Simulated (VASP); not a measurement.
# HfN (F-43m) in VASP: notebook

HfN is run at these levels: BLYP, PBEsol, LDA; tasks: single point.

All numbers are computed with VASP 6.6.1; they aren't measurements. Logs are shortened: lines on timing, memory, paths and dates and some standing lists are left out, and cuts for length are marked.

### Step 1. The cell of the first run

It takes space group F-43m (No. 216, cubic). The conventional cell has a = 4.910 Å, b = 4.910 Å, c = 4.910 Å, α = 90.00°, β = 90.00°, γ = 90.00°. Within 2.8 Å of Hf (site symmetry -43m) lie 4 N at 2.13 Å. Within 2.8 Å of N (site symmetry -43m) lie 4 Hf at 2.13 Å.

### Step 2. Single point, BLYP

The input, INCAR:

```
AGGAC    = 1.0          
AGGAX    = 1.0          
ALDAC    = 0.0          
ALDAX    = 1.0          
ALGO     = Normal         # electronic algorithm
EDIFF    = 1E-7           # SCF threshold, eV
ENCUT    = 520            # plane-wave cutoff, eV
GGA      = B5             # functional
ISIF     = 2              # what is computed and relaxed
ISMEAR   = 0              # smearing method
ISYM     = 0            
LASPH    = T              # aspherical terms in the spheres
LCHARG   = F              # write CHGCAR
LREAL    = F              # projectors in reciprocal space
LWAVE    = F              # write WAVECAR
NBANDS   = 14             # bands
NELM     = 60             # most SCF steps
PREC     = Accurate       # precision mode
SIGMA    = 0.1            # smearing width, eV
```

The input, KPOINTS:

```
Automatic mesh
0
Gamma
  8 8 8
  0.5 0.5 0.5
```

The input, POSCAR:

```
HfN
1.0
    3.4716430000      0.0000000000      0.0000000000
    1.7358215000      3.0065310309      0.0000000000
    1.7358215000      1.0021770103      2.8345846397
Hf N
1 1
Direct
    0.0000000000      0.0000000000      0.0000000000
    0.7500000000      0.7500000000      0.7500000000
```

Potentials or basis: VASP PAW PBE potentials, release 64 (Hf_pv, N).

The run is started by

```bash
$ cat potpaw_PBE.64/Hf_pv/POTCAR potpaw_PBE.64/N/POTCAR > POTCAR
$ mpirun -np 1 vasp_std > vasp.out
```

OUTCAR:

```text
EDIFF = 1E-7
   ENCUT = 520
   GGA = B5
   ISIF = 2
   ISMEAR = 0
   ISYM = 0
   LASPH = T
   LREAL = F
   NELM = 60
   PREC = Accurate

 ion  position               nearest neighbor table
   1  0.000  0.000  0.000-   2 2.13   2 2.13   2 2.13   2 2.13
   2  0.750  0.750  0.750-   1 2.13   1 2.13   1 2.13   1 2.13

IMPORTANT INFORMATION: All symmetrisations will be switched off!
NOSYMM: (Re-)initialisation of all symmetry stuff for point group C_1.

----------------------------------------------------------------------------------------

                                     Primitive cell

  volume of cell :      29.5863

  direct lattice vectors                    reciprocal lattice vectors
     3.471643000  0.000000000  0.000000000     0.288048051 -0.166304620 -0.117595124
     1.735821500  3.006531031  0.000000000     0.000000000  0.332609240 -0.117595124
     1.735821500  1.002177010  2.834584640     0.000000000  0.000000000  0.352785373

  length of vectors
     3.471643000  3.471643000  3.471643000     0.352785373  0.352785373  0.352785373

  position of ions in fractional coordinates (direct lattice)
     0.000000000  0.000000000  0.000000000
     0.750000000  0.750000000  0.750000000

  ion indices of the primitive-cell ions
   primitive index   ion index
                 1           1
                 2           2

----------------------------------------------------------------------------------------

 KPOINTS: Automatic mesh

Automatic generation of k-mesh.
 Grid dimensions read from file:
 generate k-points for:    8    8    8

 Generating k-lattice:

  Cartesian coordinates                     Fractional coordinates (reciprocal lattice)
     0.036006006 -0.020788077 -0.014699391     0.125000000  0.000000000  0.000000000
     0.000000000  0.041576155 -0.014699391     0.000000000  0.125000000 -0.000000000
     0.000000000  0.000000000  0.044098172     0.000000000  0.000000000  0.125000000

  Length of vectors
     0.044098172  0.044098172  0.044098172

  Shift w.r.t. Gamma in fractional coordinates (k-lattice)
     0.500000000  0.500000000  0.500000000

 Subroutine IBZKPT returns following result:
 ===========================================

 Found   1024 irreducible k-points:

 Following reciprocal coordinates:
            Coordinates               Weight
  0.062500  0.062500  0.062500      2.000000
[... 50 lines left out ...]
   POTIM  = 0.5000    time-step for ionic-motion
   TEBEG  =    0.0;   TEEND  =   0.0 temperature during run
   PSTRESS=    0.0 pullay stress
   NELECT =      15.0000    total number of electrons
   NUPDOWN=      -1.0000    fix difference up-down
   EMIN   =  10.00;   EMAX   =-10.00  energy-range for DOS
   EFERMI =   0.00;   METHOD = LEGACY
   ISMEAR =     0;   SIGMA  =   0.10  broadening in eV -4-tet -1-fermi 0-gaus
   EFERMI_NEDOS =   21; number of points for ismear=-14 and -15
   IALGO  =     38    algorithm
   IMIX   =      4    mixing-type and parameters
     AMIX     =   0.40;   BMIX     =  1.00
     AMIX_MAG =   1.60;   BMIX_MAG =  1.00
  volume/ion in A,a.u.               =      14.79        99.83
  Fermi-wavevector in a.u.,A,eV,Ry     =   1.305395  2.466838 23.185082  1.704055
  Thomas-Fermi vector in A             =   2.436267
   LORBIT       =      0    0 simple, 1 ext, 2 COOP (PROOUT), +10 PAW based schemes
   GGA     = B5    functional components
   LHFCALC =     F    Hartree Fock is set to
   AEXX    =    0.0000 exact exchange contribution
   IVDW    =     0    specifies the selected vdW correction
   LEPSILON=     F    determine dielectric tensor
   LRPA    =     F    only Hartree local field effects (RPA)
 non-spin polarized calculation
 Gauss-broadening in eV      SIGMA  =   0.10
  energy-cutoff  :      520.00
  volume of cell :       29.59
 maximum number of plane-waves:       814
 NGX is ok and might be reduce to    28
   NGX = 13   NGY = 13   NGZ = 13

 number of electron      15.0000001 magnetization

 Free energy of the ion-electron system (eV)
  ---------------------------------------------------
  ext. energy  EPLUGINS =         0.00000000
  ---------------------------------------------------
  free energy    TOTEN  =       -19.75278729 eV

  energy without entropy =      -19.74983348  energy(sigma->0) =      -19.75131038

 E-fermi :   6.2838     XC(G=0): -10.5949

 val. band max:        6.2411711842   @ k =   0.2500   0.5000   0.4375
 cond. band min:       6.3768803339   @ k =  -0.1250   0.4375   0.1250
 fundamental gap:      0.1357091497
 Fermi energy:         6.2837630032

 k-point     1 :       0.0625    0.0625    0.0625
  band No.  band energies     occupation
      1     -24.8156      2.00000
      2     -24.7991      2.00000
      3     -24.7991      2.00000
      4      -9.7998      2.00000
      5       0.6942      2.00000
      6       0.8081      2.00000
      7       0.8081      2.00000
      8       5.9301      2.00000
      9       8.3563      0.00000
     10       8.3563      0.00000
     11      12.6645      0.00000
     12      12.8592      0.00000
     13      12.8592      0.00000
     14      17.8218      0.00000
[... 377 lines left out ...]
      1     -25.0705      2.00000
      2     -24.8500      2.00000
      3     -24.8281      2.00000
      4      -9.1783      2.00000
      5       0.2150      2.00000
      6       1.1675      2.00000
      7       1.2058      2.00000
      8       7.7508      0.00000
      9       8.0180      0.00000
     10       8.4070      0.00000
     11      11.6586      0.00000
     12      12.7727      0.00000
     13      13.2174      0.00000
     14      15.0458      0.00000

 [... further k-points ...]

------------------------ aborting loop because EDIFF is reached ----------------------------------------

  FORCE on cell =-STRESS in cart. coord.  units (eV):
  Direction    XX          YY          ZZ          XY          YZ          ZX
  --------------------------------------------------------------------------------------
  -------------------------------------------------------------------------------------
  Total        1.0415422      1.0415415      1.0415430      0.0000006      0.0000002      0.0000004
  in kB       56.4023587     56.4023215     56.4024056      0.0000322      0.0000100      0.0000224
  external PRESSURE =      56.4023619 kB  Pullay stress =       0.0000000 kB

 VOLUME and BASIS-vectors are now :
 -----------------------------------------------------------------------------
  energy-cutoff  :      520.00
  volume of cell :       29.59
      direct lattice vectors                 reciprocal lattice vectors
     3.471643000  0.000000000  0.000000000     0.288048051 -0.166304620 -0.117595124
     1.735821500  3.006531031  0.000000000     0.000000000  0.332609240 -0.117595124
     1.735821500  1.002177010  2.834584640     0.000000000  0.000000000  0.352785373

 POSITION                                       TOTAL-FORCE (eV/Angst)
 -----------------------------------------------------------------------------------
      0.00000      0.00000      0.00000         0.000001      0.000001     -0.000001
      5.20746      3.00653      2.12594        -0.000001     -0.000001      0.000001
 -----------------------------------------------------------------------------------
    total drift:                                0.000001      0.000001      0.000000

  FREE ENERGIE OF THE ION-ELECTRON SYSTEM (eV)
  ---------------------------------------------------
  free  energy   TOTEN  =       -19.7527872873 eV

  energy  without entropy=      -19.7498334813  energy(sigma->0) =      -19.75131038
```

OSZICAR:

```text
N       E                     dE             d eps       ncg     rms          rms(c)
DAV:   1     0.440321291623E+02    0.44032E+02   -0.77142E+03 28718   0.977E+02
DAV:   2    -0.214148214695E+02   -0.65447E+02   -0.61209E+02 38964   0.234E+02
DAV:   3    -0.239840242230E+02   -0.25692E+01   -0.25584E+01 33106   0.384E+01
DAV:   4    -0.239990671651E+02   -0.15043E-01   -0.15041E-01 34240   0.349E+00
DAV:   5    -0.239992319621E+02   -0.16480E-03   -0.16480E-03 33496   0.323E-01    0.518E+01
DAV:   6    -0.198986015165E+02    0.41006E+01   -0.15785E+01 31126   0.273E+01    0.384E+01
DAV:   7    -0.197689732643E+02    0.12963E+00   -0.79173E-01 30880   0.804E+00    0.262E+01
DAV:   8    -0.197655509403E+02    0.34223E-02   -0.16221E-01 37450   0.353E+00    0.930E+00
DAV:   9    -0.197526617121E+02    0.12889E-01   -0.31243E-02 32890   0.137E+00    0.157E+00
DAV:  10    -0.197527748968E+02   -0.11318E-03   -0.13629E-03 35488   0.326E-01    0.623E-02
DAV:  11    -0.197527884816E+02   -0.13585E-04   -0.66796E-05 34474   0.752E-02    0.111E-01
DAV:  12    -0.197527873698E+02    0.11118E-05   -0.17899E-05 36418   0.358E-02    0.155E-02
DAV:  13    -0.197527872873E+02    0.82527E-07   -0.90585E-07 34222   0.922E-03
   1 F= -.19752787E+02 E0= -.19751310E+02  d E =-.295381E-02
```

Wall time 11 min (1 thread of Intel Xeon 8259CL, shared host); peak memory 0.53 GiB.

Results:

```
Free energy            : -19.7528 eV
Pressure               : 5.6 GPa
Band gap on the k mesh : zero (an odd number of electrons rules out a gap without spin polarisation)
```

Caveat: the cell stands under pressure; the PAW data sets were made with another functional, which shifts forces and pressure a little; spin-orbit coupling is left out, which moves the levels of the heavy elements.

### Step 3. Single point, PBEsol

The input, INCAR:

```
SYSTEM = HfN
ALGO = Normal
EDIFF = 1E-6
ENCUT = 520
GGA = PS
ISIF = 2
ISMEAR = 0
ISYM = 0
LASPH = .True.
LCHARG = .False.
LREAL = .False.
LWAVE = .False.
NBANDS = 14
NELM = 100
PREC = Accurate
SIGMA = 0.1
```

KPOINTS is that of step 2.

POSCAR is that of step 2.

Potentials or basis: VASP PAW PBE potentials, release 64 (Hf_pv, N).

The run is started by

```bash
$ cat potpaw_PBE.64/Hf_pv/POTCAR potpaw_PBE.64/N/POTCAR > POTCAR
$ mpirun -np 1 vasp_std > vasp.out
```

It took 9.2 min on 1 thread of Intel Xeon 8259CL, shared host; peak memory 0.53 GiB.

Results (log left out):

```yaml
Free_energy: -22.2524 eV
Pressure: -6.0 GPa
Band_gap_on_the_k_mesh: zero (an odd number of electrons rules out a gap without spin polarisation)
```

Levels at points of the mesh, in eV from the Fermi level:
```csv
k point,band 4,band 5,band 6,band 7,band 8,band 9,band 10,band 11,band 12,band 13
"(0.06, 0.06, 0.06)",-16.03,-5.53,-5.40,-5.40,-0.49,2.15,2.15,6.50,6.71,6.71
```

Caveat: the cell stands under tension; the PAW data sets were made with another functional, which shifts forces and pressure a little; spin-orbit coupling is left out, which moves the levels of the heavy elements.

### Step 4. Single point, LDA

The input, INCAR:

```
PREC = Accurate ; ENCUT = 520
EDIFF = 1E-6 ; ISMEAR = 0
SIGMA = 0.1 ; LREAL = F
LASPH = T ; NELM = 100
ALGO = Normal ; ISIF = 2
LWAVE = F ; LCHARG = F
NBANDS = 14 ; ISYM = 0
```

KPOINTS is that of step 3.

POSCAR is that of step 3.

Potentials or basis: VASP PAW LDA potentials, release 64 (Hf_pv, N).

The run is started by

```bash
$ cat potpaw_LDA.64/Hf_pv/POTCAR potpaw_LDA.64/N/POTCAR > POTCAR
$ mpirun -np 1 vasp_std > vasp.out
```

Wall time 10 min (1 thread of Intel Xeon 8259CL, shared host); peak memory 0.52 GiB.

It converged, with:

* Free energy: -23.0162 eV
* Pressure: -10.0 GPa
* Band gap on the k mesh: zero (an odd number of electrons rules out a gap without spin polarisation)

Levels at points of the mesh, in eV from the Fermi level:
| k point | band 6 | band 7 | band 8 | band 9 | band 10 | band 11 |
| --- | --- | --- | --- | --- | --- | --- |
| (0.06, 0.06, 0.06) | -5.41 | -5.41 | -0.40 | 2.06 | 2.06 | 6.44 |

Caveat: the cell stands under tension; spin-orbit coupling is left out, which moves the levels of the heavy elements.

### Step 5. The runs side by side

```tsv
level	potentials or basis	gap on the mesh (eV)	pressure (GPa)
BLYP	VASP PAW PBE potentials, release 64 (Hf_pv, N)	none	5.6
PBEsol	VASP PAW PBE potentials, release 64 (Hf_pv, N)	none	-6.0
LDA	VASP PAW LDA potentials, release 64 (Hf_pv, N)	none	-10.0
```

Alike in all rows: task single point; no spin polarisation; cell as given; k mesh 8 × 8 × 8, shifted; cutoff (eV) 520; smearing gaussian 0.1 eV.

Caveats: spin-orbit coupling is left out, which moves the levels of the heavy elements; the PAW data sets were made with another functional, which shifts forces and pressure a little (at least some runs); the cell stands under tension (at least some runs); the cell stands under pressure (at least some runs).

Absolute energies hang on the potentials; compare differences alone.
